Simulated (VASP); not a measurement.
Here is a VASP 6.6.1 calculation.

Contents of POSCAR:

```
Al
1.0
    2.8676202785      0.0000000000      0.0000000000
   -1.4338101393      2.4834301671      0.0000000000
    0.0000000000      0.0000000000      4.9623026648
Al
2
Direct
    0.6666666667      0.3333333333      0.7500000000
    0.3333333333      0.6666666667      0.2500000000
```

Contents of INCAR.step1:

```
  PREC = Accurate
  ENCUT = 550
  ISMEAR = 1
  SIGMA = 0.05
  LREAL = F
  LASPH = T
  NELM = 120
  NBANDS = 10
  GGA = PE
  ALGO = Normal
  EDIFF = 1E-5
  LWAVE = T
  LCHARG = F
  GGA_COMPAT = F
```

Contents of INCAR.step2:

```
  PREC = Accurate
  ENCUT = 550
  EDIFF = 1E-6
  ISMEAR = 1
  SIGMA = 0.05
  LREAL = F
  LASPH = T
  NELM = 120
  ALGO = Normal
  ISIF = 2
  LWAVE = F
  LCHARG = T
  METAGGA = R2SCAN
  LMIXTAU = T
  LELF = T
  LVHAR = T
  NBANDS = 10
  ISTART = 1
  GGA_COMPAT = F
```

Contents of KPOINTS:

```
Automatic mesh
0
Gamma
  12 12 6
```

Potentials or basis: VASP PAW PBE potentials, release 64 (Al).

The run is started by

```bash
$ cat potpaw_PBE.64/Al/POTCAR > POTCAR
$ cp INCAR.step1 INCAR
$ mpirun -np 1 vasp_std > vasp.out
$ cp INCAR.step2 INCAR
$ mpirun -np 1 vasp_std > vasp.out
```

Task: Estimate the band gap on the k mesh.

Result: Zero (bands 3 and 4 overlap by 6.94 eV).

Task: Estimate the pressure.

Result: -7.2 GPa.

Stress tensor (GPa, compression positive):
```
-6.17  0.00  0.00
 0.00 -6.17  0.00
 0.00  0.00 -9.22
```

Caveat: the cell stands under tension; the PAW data sets were made with another functional, which shifts forces and pressure a little.
